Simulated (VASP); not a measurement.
Runs of VASP 6.6.1 on Cd4S3. The structure is that of space group P-43m (No. 215), or close to it. The cells are those of the table. 

| task | cell | k mesh | cutoff (eV) | smearing | gap on the mesh (eV) | pressure (GPa) | relaxed volume (Å³/atom) | largest force (eV/Å) |
| --- | --- | --- | --- | --- | --- | --- | --- | --- |
| single point | a = 5.540 Å, 7 atoms | 3 × 3 × 3 | 520 | gaussian 0.2 eV | 1.73 | 0.9 | - | 0.04 |
| single point | a = 5.568 Å, 7 atoms | 3 × 3 × 3 | 520 | gaussian 0.2 eV | 1.69 | 0.5 | - | - |
| single point | a = 5.578 Å, 7 atoms | 6 × 6 × 6 | 520 | gaussian 0.02 eV | 0.59 | 0.3 | - | 0.03 |
| relaxation of cell and atoms | relaxed from a = 5.677 Å, 7 atoms | 3 × 3 × 3 | 600 | gaussian 0.2 eV | 1.63 | 0.0 | (b) | 0.06 |
| relaxation of cell and atoms | relaxed from a = 5.600 Å, 7 atoms | 3 × 3 × 3 | 600 | gaussian 0.2 eV | (a) | 0.1 | 24.96 | 0.02 |

Alike in all rows: level PBE; potentials or basis VASP PAW PBE potentials, release 64 (Cd, S); no spin polarisation.

Fill in the values left out.

(a) 1.66; (b) 25.14.

Caveats: the relaxation stopped at a loose force limit of 0.08 eV/Å, so its end isn't a converged minimum (some runs).

A k mesh can miss the band edges, and the runs leave out spin-orbit coupling on Cd.
